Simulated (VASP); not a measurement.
A run of VASP 6.6.1:

The input INCAR:

```
PREC = Accurate
ENCUT = 520
EDIFF = 1E-6
ISMEAR = 0
SIGMA = 0.05
LREAL = False
LASPH = True
NELM = 150
ALGO = Normal
ISIF = 2
LWAVE = False
LCHARG = False
MAGMOM = 0 0 0
LORBIT = 11
LSORBIT = True
GGA_COMPAT = False
LORBMOM = True
LMAXMIX = 4
GGA = PE
NBANDS = 25
```

Contents of KPOINTS:

```
regular mesh
0
Gamma
  20 20 20
```

Contents of POSCAR:

```
Ru
1.0
   -1.5267276220      1.5267276220      1.5267276220
    1.5267276220     -1.5267276220      1.5267276220
    1.5267276220      1.5267276220     -1.5267276220
Ru
1
Direct
    0.0000000000      0.0000000000      0.0000000000
```

Potentials or basis: VASP PAW PBE potentials, release 64 (Ru_pv).

Command:

```bash
$ cat potpaw_PBE.64/Ru_pv/POTCAR > POTCAR
$ mpirun -np 1 vasp_ncl > vasp.out
```

Hardware: 1 thread of AMD EPYC 7R13, on a shared host.

Question: Estimate the wall time of this run.

Answer: Run time: 5.3 min on 1 thread of AMD EPYC 7R13, on a shared host, peak memory 0.22 GiB. Counts: scf iterations 11, k points 256.
